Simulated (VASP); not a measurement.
# TiTe2 (P-3m1) in VASP: further runs, part 2 of 2

VASP 6.6.1. Earlier steps stand in the parts before.

## (4) Single point, PBE (strain -0.050 along x and y, +0.000 along z)

INCAR

```
SYSTEM = TiTe2
PREC     = Accurate       ! precision mode
ENCUT    = 520            ! plane-wave cutoff, eV
EDIFF    = 1E-6           ! SCF threshold, eV
ISMEAR   = 0              ! smearing method
SIGMA    = 0.15           ! smearing width, eV
LREAL    = .FALSE.        ! projectors in reciprocal space
LASPH    = .TRUE.         ! aspherical terms in the spheres
NELM     = 60             ! most SCF steps
ALGO     = Normal         ! electronic algorithm
ISIF     = 2              ! what is computed and relaxed
LWAVE    = .FALSE.        ! write WAVECAR
LCHARG   = .FALSE.        ! write CHGCAR
GGA      = PE             ! functional
NBANDS   = 19             ! bands
```

KPOINTS

```
Automatic mesh
0
G
  12 12 8
  0 0 0
```

POSCAR

```
TiTe2
1.0
    3.5881508432      0.0000000000      0.0000000000
   -1.7940754216      3.1074297828      0.0000000000
    0.0000000000      0.0000000000      6.4980000000
Ti Te
1 2
Direct
    0.0000000000      0.0000000000      0.0000000000
    0.6666666667      0.3333333333      0.2628000000
    0.3333333333      0.6666666667      0.7372000000
```

Potentials or basis: VASP PAW PBE potentials, release 64 (Ti_sv, Te).

Started as:

```
> cat potpaw_PBE.64/Ti_sv/POTCAR potpaw_PBE.64/Te/POTCAR > POTCAR
> mpirun -np 1 vasp_std > vasp.out
```

OUTCAR:

```text
SYSTEM = TiTe2
   PREC = Accurate
   ENCUT = 520
   EDIFF = 1E-6
   ISMEAR = 0
   LREAL = .FALSE.
   LASPH = .TRUE.
   NELM = 60
   ISIF = 2
   GGA = PE

 ion  position               nearest neighbor table
   1  0.000  0.000  0.000-   2 2.68   3 2.68   3 2.68   2 2.68   2 2.68   3 2.68
   2  0.667  0.333  0.263-   1 2.68   1 2.68   1 2.68
   3  0.333  0.667  0.737-   1 2.68   1 2.68   1 2.68

  LATTYP: Found a hexagonal cell.
 ALAT       =     3.5881508432
 C/A-ratio  =     1.8109606547

  Lattice vectors:

 A1 = (   3.5881508432,   0.0000000000,   0.0000000000)
 A2 = (  -1.7940754216,   3.1074297828,   0.0000000000)
 A3 = (   0.0000000000,   0.0000000000,   6.4980000000)

Analysis of symmetry for initial positions (statically):
=====================================================================
 Subroutine PRICEL returns:
 Original cell was already a primitive cell.

 Routine SETGRP: Setting up the symmetry group for a
 hexagonal supercell.

 Subroutine GETGRP returns: Found 12 space group operations
 (whereof 12 operations were pure point group operations)
 out of a pool of 24 trial point group operations.

The static configuration has the point symmetry D_3d.

Analysis of symmetry for dynamics (positions and initial velocities):
=====================================================================
 Subroutine PRICEL returns:
 Original cell was already a primitive cell.

 Routine SETGRP: Setting up the symmetry group for a
 hexagonal supercell.

 Subroutine GETGRP returns: Found 12 space group operations
 (whereof 12 operations were pure point group operations)
 out of a pool of 24 trial point group operations.

The dynamic configuration has the point symmetry D_3d.

 Subroutine INISYM returns: Found 12 space group operations
 (whereof 12 operations are pure point group operations),
 and found     1 'primitive' translations

----------------------------------------------------------------------------------------

                                     Primitive cell

  volume of cell :      72.4522

  direct lattice vectors                    reciprocal lattice vectors
     3.588150843  0.000000000  0.000000000     0.278695084  0.160904682  0.000000000
    -1.794075422  3.107429783  0.000000000     0.000000000  0.321809363  0.000000000
     0.000000000  0.000000000  6.498000000     0.000000000  0.000000000  0.153893506

  length of vectors
     3.588150843  3.588150843  6.498000000     0.321809363  0.321809363  0.153893506

  position of ions in fractional coordinates (direct lattice)
     0.000000000  0.000000000  0.000000000
     0.666666667  0.333333333  0.262800000
     0.333333333  0.666666667  0.737200000

  ion indices of the primitive-cell ions
   primitive index   ion index
                 1           1
                 2           2
                 3           3

----------------------------------------------------------------------------------------

 KPOINTS: Automatic mesh

Automatic generation of k-mesh.
 Grid dimensions read from file:
 generate k-points for:   12   12    8

 Generating k-lattice:

  Cartesian coordinates                     Fractional coordinates (reciprocal lattice)
     0.023224590  0.013408723  0.000000000     0.083333333  0.000000000  0.000000000
     0.000000000  0.026817447  0.000000000     0.000000000  0.083333333  0.000000000
     0.000000000  0.000000000  0.019236688     0.000000000  0.000000000  0.125000000

  Length of vectors
     0.026817447  0.026817447  0.019236688

  Shift w.r.t. Gamma in fractional coordinates (k-lattice)
     0.000000000  0.000000000  0.000000000

 Subroutine IBZKPT returns following result:
 ===========================================

 Found    131 irreducible k-points:

 Following reciprocal coordinates:
            Coordinates               Weight
  0.000000  0.000000  0.000000      1.000000
  0.083333  0.000000  0.000000      6.000000
  0.166667  0.000000  0.000000      6.000000
  0.250000  0.000000  0.000000      6.000000
  0.333333  0.000000  0.000000      6.000000
  0.416667  0.000000  0.000000      6.000000
[... 16 lines left out ...]
  0.166667  0.000000  0.125000      6.000000
  0.000000  0.166667  0.125000      6.000000
 [... further k-points ...]
   k-points           NKPTS =    131   k-points in BZ     NKDIM =    131   number of bands    NBANDS=     19
   number of dos      NEDOS =    301   number of ions     NIONS =      3
   total plane-waves  NPLWV =  37632
   dimension x,y,z NGX =    28 NGY =   28 NGZ =   48
   dimension x,y,z NGXF=    56 NGYF=   56 NGZF=   96
   ions per type =               1   2
   NGX,Y,Z   is equivalent  to a cutoff of  12.97, 12.97, 12.28 a.u.
   NGXF,Y,Z  is equivalent  to a cutoff of  25.95, 25.95, 24.56 a.u.
 SYSTEM =  TiTe2
   PREC   = accura    normal or accurate (medium, high low for compatibility)
   ISTART =      0    job   : 0-new  1-cont  2-samecut
   ICHARG =      2    charge: 1-file 2-atom 10-const
   ISPIN  =      1    spin polarized calculation?
   LNONCOLLINEAR =      F non collinear calculations
   LSORBIT =      F    spin-orbit coupling
   LASPH  =      T    aspherical Exc in radial PAW
   ENCUT  =  520.0 eV  38.22 Ry    6.18 a.u.   6.67  6.67 12.08*2*pi/ulx,y,z
   NELM   =     60;   NELMIN=  2; NELMDL= -5     # of ELM steps
   EDIFF  = 0.1E-05   stopping-criterion for ELM
   LREAL  =      F    real-space projection
   EDIFFG = 0.1E-04   stopping-criterion for IOM
   NSW    =      0    number of steps for IOM
   IBRION =     -1    ionic relax: 0-MD 1-quasi-New 2-CG
   NFREE  =      0    steps in history (QN), initial steepest desc. (CG)
   ISIF   =      2    stress and relaxation
   ISYM   =      2    0-nonsym 1-usesym 2-fastsym
   POTIM  = 0.5000    time-step for ionic-motion
   TEBEG  =    0.0;   TEEND  =   0.0 temperature during run
   PSTRESS=    0.0 pullay stress
   NELECT =      24.0000    total number of electrons
   NUPDOWN=      -1.0000    fix difference up-down
   EMIN   =  10.00;   EMAX   =-10.00  energy-range for DOS
   EFERMI =   0.00;   METHOD = LEGACY
   ISMEAR =     0;   SIGMA  =   0.15  broadening in eV -4-tet -1-fermi 0-gaus
   EFERMI_NEDOS =   21; number of points for ismear=-14 and -15
   IALGO  =     38    algorithm
   IMIX   =      4    mixing-type and parameters
     AMIX     =   0.40;   BMIX     =  1.00
     AMIX_MAG =   1.60;   BMIX_MAG =  1.00
  volume/ion in A,a.u.               =      24.15       162.98
  Fermi-wavevector in a.u.,A,eV,Ry     =   1.132734  2.140557 17.457455  1.283087
  Thomas-Fermi vector in A             =   2.269436
   LORBIT       =      0    0 simple, 1 ext, 2 COOP (PROOUT), +10 PAW based schemes
   GGA     = PE    functional components
   LHFCALC =     F    Hartree Fock is set to
   AEXX    =    0.0000 exact exchange contribution
   IVDW    =     0    specifies the selected vdW correction
   LEPSILON=     F    determine dielectric tensor
   LRPA    =     F    only Hartree local field effects (RPA)
 non-spin polarized calculation
 Gauss-broadening in eV      SIGMA  =   0.15
  energy-cutoff  :      520.00
  volume of cell :       72.45
 maximum number of plane-waves:      1976
 NGX is ok and might be reduce to    28
   NGX = 13   NGY = 13   NGZ = 25

 number of electron      24.0000001 magnetization

 Free energy of the ion-electron system (eV)
  ---------------------------------------------------
  ext. energy  EPLUGINS =         0.00000000
  ---------------------------------------------------
  free energy    TOTEN  =       -15.98868722 eV

  energy without entropy =      -15.97435369  energy(sigma->0) =      -15.98152046

 E-fermi :   8.1018     XC(G=0): -10.3303

 val. band max:        8.0971127696   @ k =   0.0000   0.0833   0.3750
 cond. band min:       8.1093716208   @ k =   0.3333   0.0000   0.0000
 fundamental gap:      0.0122588512
 Fermi energy:         8.1018324246

 k-point     1 :       0.0000    0.0000    0.0000
  band No.  band energies     occupation
      1     -49.0677      2.00000
      2     -25.3419      2.00000
      3     -25.3419      2.00000
      4     -25.3401      2.00000
      5      -4.9532      2.00000
      6      -3.3419      2.00000
[... 11 lines left out ...]
     18      13.8198      0.00000
     19      14.8333      0.00000
[... 489 lines left out ...]
      3     -25.3464      2.00000
      4     -25.3353      2.00000
      5      -4.5409      2.00000
      6      -3.2086      2.00000
[... 11 lines left out ...]
     18      14.8170      0.00000
     19      15.4627      0.00000

 [... further k-points ...]

------------------------ aborting loop because EDIFF is reached ----------------------------------------

  FORCE on cell =-STRESS in cart. coord.  units (eV):
  Direction    XX          YY          ZZ          XY          YZ          ZX
  --------------------------------------------------------------------------------------
  -------------------------------------------------------------------------------------
  Total        4.1528329      4.1528329      3.7161884      0.0000000      0.0000000     -0.0000000
  in kB       91.8339599     91.8339599     82.1781919      0.0000000      0.0000000     -0.0000000
  external PRESSURE =      88.6153706 kB  Pullay stress =       0.0000000 kB

 VOLUME and BASIS-vectors are now :
 -----------------------------------------------------------------------------
  energy-cutoff  :      520.00
  volume of cell :       72.45
      direct lattice vectors                 reciprocal lattice vectors
     3.588150843  0.000000000  0.000000000     0.278695084  0.160904682  0.000000000
    -1.794075422  3.107429783  0.000000000     0.000000000  0.321809363  0.000000000
     0.000000000  0.000000000  6.498000000     0.000000000  0.000000000  0.153893506

 POSITION                                       TOTAL-FORCE (eV/Angst)
 -----------------------------------------------------------------------------------
      0.00000      0.00000      0.00000         0.000000      0.000000      0.000000
      1.79408      1.03581      1.70767         0.000000      0.000000      0.813475
     -0.00000      2.07162      4.79033        -0.000000     -0.000000     -0.813475
 -----------------------------------------------------------------------------------
    total drift:                                0.000000     -0.000000     -0.000000

  FREE ENERGIE OF THE ION-ELECTRON SYSTEM (eV)
  ---------------------------------------------------
  free  energy   TOTEN  =       -15.9886872171 eV

  energy  without entropy=      -15.9743536932  energy(sigma->0) =      -15.98152046
```

Run time: 4.7 min. Hardware: 1 thread of Intel Xeon 8259CL, shared host; peak memory 0.32 GiB.

What came out:

* Free energy: -15.9887 eV
* Pressure: 8.9 GPa
* Largest force: 0.813 eV/Å
* Band gap on the k mesh: zero (bands 12 and 13 overlap by 0.94 eV)

Forces on the atoms (eV/Å):
```
Ti   0.000  0.000  0.000
Te   0.000  0.000  0.813
Te   0.000  0.000 -0.813
```

Caveat: the cell differs from its parent crystal (strain -0.050 along x and y, +0.000 along z); the cell stands under pressure; spin-orbit coupling is left out, which moves the levels of the heavy elements; this functional lacks dispersion, which binds the layers, so the pressure and a relaxed spacing across them are unreliable.

## (5) Summary

| cell | gap on the mesh (eV) | pressure (GPa) | largest force (eV/Å) |
| --- | --- | --- | --- |
| a = 3.588, b = 3.588, c = 6.173 Å, angles 90.0, 90.0, 120.0°, 3 atoms | none | 14.6 | 1.62 |
| a = 3.588, b = 3.588, c = 6.336 Å, angles 90.0, 90.0, 120.0°, 3 atoms | none | 11.6 | 1.21 |
| a = 3.588, b = 3.588, c = 6.498 Å, angles 90.0, 90.0, 120.0°, 3 atoms | none | 8.9 | 0.81 |

Alike in all rows: task single point; level PBE; potentials or basis VASP PAW PBE potentials, release 64 (Ti_sv, Te); no spin polarisation; k mesh 12 × 12 × 8; cutoff (eV) 520; smearing gaussian 0.15 eV.

Caveats: the cell stands under pressure; spin-orbit coupling is left out, which moves the levels of the heavy elements; this functional lacks dispersion, which binds the layers, so the pressure and a relaxed spacing across them are unreliable; forces of over 1 eV/Å act on the atoms, so gaps and moduli don't describe the material at rest (at least some runs).

Absolute energies hang on the potentials; compare differences alone.
